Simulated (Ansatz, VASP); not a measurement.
Cd2TeO3 in VASP and in Ansatz

```xyz
6
Lattice="5.7537 0.0000 0.0000 -2.8768 4.9828 0.0000 0.0000 0.0000 3.1930" Properties=species:S:1:pos:R:3 pbc="T T T"
Cd    0.0000    3.3219    1.5965
Cd    2.8768    1.6609    1.5965
Te    0.0000    0.0000    0.0000
O     2.8768    0.0000    0.0000
O    -1.4384    2.4914    0.0000
O     1.4384    2.4914    0.0000
```

Alike in both runs: functional PBE; k mesh 6 × 6 × 12; occupations gaussian, width 0.1 eV; no spin polarisation.

Ansatz relaxed the structure, and its values are those at the end. VASP's run is a single point on that final structure, the one shown.

```csv
,VASP,Ansatz
version,VASP 6.6.1,Ansatz 0.2.0
potentials or method,"VASP PAW PBE potentials, release 64 (Cd, Te, O), cutoff 520 eV","scalar-relativistic, plane waves, PAW"
valence electrons in the cell,48,74
```

|  | VASP | Ansatz | Ansatz less VASP |
| --- | --- | --- | --- |
| gap on the k mesh at the Fermi level (eV) | none | none | - |
| pressure (GPa) | 0.9 | 0.0 | -0.94 |

A gap of «none» marks a metal or a gap that the smearing closes. VASP's potentials hold 48 valence electrons a cell and Ansatz's 74, so a difference there can come from the potentials and not from the codes.

Spin-orbit coupling is off throughout.
